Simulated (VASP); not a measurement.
Crystal: C.

```
C
1.0
     5.62833    0.00000    0.00000
    -2.81417    4.87428    0.00000
     0.00000    0.00000    1.27833
C
3
Direct
  0.00000 0.00000 0.00000
  0.33333 0.66667 0.50000
  0.66667 0.33333 0.50000
```

| Quantity | Value |
| --- | --- |
| Program | VASP 6.6.1 |
| Task | relaxation of cell and atoms |
| Functional | r2SCAN |
| Potentials or basis | VASP PAW PBE potentials, release 64 (C) |
| Cutoff | 600 eV |
| k mesh | 9 × 9 × 34 |
| Occupations | gaussian, width 0.1 eV |
| Spin | no spin polarisation |

At the start: pressure 0.2 GPa; volume 11.69 Å³/atom.

Problem. Where does the relaxation end?

Solution. Over 13 steps the energy falls by 24.1 meV/atom and the volume is 15.60 Å³/atom (+33.4 %); space group P6/mmm (No. 191, to 0.1 Å) before and after.

Step by step:
```tsv
step	energy change (eV)	largest force (eV/Å)	pressure (GPa)	volume (Å³)
1	0.0000	0.0000	0.23	35.07
2	0.0340	0.0000	10.77	35.15
3	-0.0043	0.0000	2.76	35.09
4	-0.0176	0.0000	1.89	36.00
5	-0.0417	0.0000	-0.16	38.82
6	-0.0584	0.0000	-2.92	44.80
7	-0.0624	0.0000	-2.41	45.11
8	-0.0705	0.0000	-0.91	46.05
9	-0.0671	0.0000	1.95	47.94
10	-0.0724	0.0000	0.16	46.74
11	-0.0724	0.0000	0.21	46.78
12	-0.0724	0.0000	0.14	46.79
13	-0.0724	0.0000	0.03	46.80
```

Final structure:
```yaml
crystal:
  lattice:
    - [6.51228, 0.00000, 0.00000]
    - [-3.25614, 5.63980, 0.00000]
    - [0.00000, 0.00000, 1.27422]
  atoms:
    - { symbol: C, position: [0.00000, 0.00000, 0.00000] }
    - { symbol: C, position: [0.33333, 0.66667, 0.50000] }
    - { symbol: C, position: [0.66667, 0.33333, 0.50000] }
```

Caveat: the volume moved by over 15 % at a fixed basis, so the end points are rough; the PAW data sets were made with another functional, which shifts forces and pressure a little.
